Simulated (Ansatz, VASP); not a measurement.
## Two plane-wave programs on Zr

```
CELL_PARAMETERS angstrom
3.23188 0.00000 0.00000
-1.61594 2.79889 0.00000
0.00000 0.00000 5.17410
ATOMIC_POSITIONS crystal
Zr 0.33333 0.66667 0.25000
Zr 0.66667 0.33333 0.75000
```

Alike in both runs: task single point; functional PBE; k mesh 11 × 11 × 6; occupations fermi-dirac, width 0.1 eV; no spin polarisation.

|  | VASP | Ansatz |
| --- | --- | --- |
| version | VASP 6.6.1 | Ansatz 0.2.0 |
| potentials or method | VASP PAW PBE potentials, release 64 (Zr_sv), cutoff 520 eV | plane waves (600 eV) with PAW, scalar-relativistic |
| valence electrons in the cell | 24 | 24 |

|  | VASP | Ansatz | Ansatz less VASP |
| --- | --- | --- | --- |
| pressure (GPa) | 0.0 | 0.0 | -0.04 |
